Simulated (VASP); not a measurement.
Crystal: Cd4SeS3.

```
CELL_PARAMETERS angstrom
-2.94000 2.94000 5.88000
2.94000 -2.94000 5.88000
2.94000 2.94000 -5.88000
ATOMIC_POSITIONS crystal
Cd 0.62500 0.62500 0.50000
Cd 0.12500 0.12500 0.50000
Cd 0.37500 0.87500 0.00000
Cd 0.87500 0.37500 0.00000
Se 0.00000 0.00000 0.00000
S 0.25000 0.75000 0.50000
S 0.75000 0.25000 0.50000
S 0.50000 0.50000 0.00000
```

- Program: VASP 6.6.1
- Task: relaxation of cell and atoms
- Functional: PBE
- Potentials or basis: VASP PAW PBE potentials, release 64 (Cd, Se, S)
- Cutoff: 600 eV
- k mesh: 3 × 3 × 3
- Occupations: gaussian, width 0.15 eV
- Spin: no spin polarisation

At the start: pressure 3.8 GPa; volume 25.41 Å³/atom.

Problem. Where does the relaxation end?

Solution. Over 5 steps the energy falls by 28.5 meV/atom and the volume is 26.96 Å³/atom (+6.1 %); space group I-42m (No. 121, to 0.05 Å).

Step by step:
```tsv
step	energy change (eV)	largest force (eV/Å)	pressure (GPa)	volume (Å³)
1	0.0000	0.6438	3.82	203.30
2	-0.1871	0.2679	-1.14	221.67
3	-0.1969	0.3269	-0.35	218.06
4	-0.2160	0.2030	-0.18	217.20
5	-0.2277	0.0269	0.13	215.72
```

Final structure:
```
Cd Se S
1.0
    -2.99894    2.99894    5.99634
     2.99894   -2.99894    5.99634
     2.99894    2.99894   -5.99634
Cd Se S
4 1 3
Direct
  0.61473 0.61473 0.48593
  0.12880 0.12880 0.51407
  0.38527 0.87120 0.00000
  0.87120 0.38527 0.00000
  0.00000 0.00000 0.00000
  0.25000 0.75000 0.50000
  0.75000 0.25000 0.50000
  0.50000 0.50000 0.00000
```

Caveat: the k points lie up to 0.49 Å⁻¹ apart in the final cell; the relaxation stopped at a loose force limit of 0.08 eV/Å, so its end isn't a converged minimum.
